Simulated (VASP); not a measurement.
The system is Ir.

```
Ir
1.0
     0.00000    1.85967    2.04564
     1.85967    0.00000    2.04564
     1.85967    1.85967    0.00000
Ir
1
Cartesian
  0.0000 0.0000 0.0000
```

This cell differs from its parent crystal: ratio of the length along z to the lengths across it x 1.1, volume and fractional coordinates fixed.

Base run:

```yaml
Program: VASP 6.6.1
Functional: LDA
Potentials_or_basis: VASP PAW LDA potentials, release 64 (Ir)
Cutoff: 520 eV
k_mesh: 8 × 8 × 8
Occupations: gaussian, width 0.15 eV
Spin: no spin polarisation
```

Its results: pressure -2.5 GPa.

Q: The run is repeated on the same cell with these changes: potentials or basis from VASP PAW LDA potentials, release 64 (Ir) to VASP PAW LDA potentials, release 64 (Ir_sv_GW); cutoff from 520 eV to 500 eV; further incar settings from ALGO = Normal; EDIFF = 1e-07; NBANDS = 10 to ALGO = Normal; EDIFF = 1e-06; NBANDS = 14; valence electrons from 9 to 17. What comes out?

A: Pressure -6.7 GPa.
